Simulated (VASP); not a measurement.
Input of a VASP 6.6.1 run:

Contents of INCAR:

```
SYSTEM = Al3N
ALGO = Normal
DIPOL = 0.5 0.5 0.347
EDIFF = 1E-6
ENCUT = 520
GGA = PE
IDIPOL = 3
ISIF = 2
ISMEAR = 0
ISPIN = 2
LASPH = .TRUE.
LCHARG = .FALSE.
LDIPOL = .TRUE.
LORBIT = 11
LREAL = .FALSE.
LWAVE = .FALSE.
MAGMOM = 0 0 0 3
NBANDS = 19
NELM = 150
PREC = Accurate
SIGMA = 0.1
```

Contents of KPOINTS:

```
k-points
0
G
  9 9 1
  0 0 0
```

POSCAR

```
Al3N
1.0
    2.8567582919      0.0000000000      0.0000000000
   -1.4283791460      2.4740252533      0.0000000000
    0.0000000000      0.0000000000     21.6013781961
Al N
3 1
Direct
    0.6666666667      0.3333333333      0.1851733701
    0.3333333333      0.6666666667      0.2916813827
    0.0000000000      0.0000000000      0.3981865471
    0.3333333333      0.0000000000      0.5125311031
```

Potentials or basis: VASP PAW PBE potentials, release 64 (Al, N).

Launch:

```sh
$ cat potpaw_PBE.64/Al/POTCAR potpaw_PBE.64/N/POTCAR > POTCAR
$ mpirun -np 1 vasp_std > vasp.out
```

(1) Predict the largest force.

(2) Estimate the site moments.

Results:

(1) 1.403 eV/Å.

(2) Al -0.01, -0.03 (each value once); N +1.65 μB.
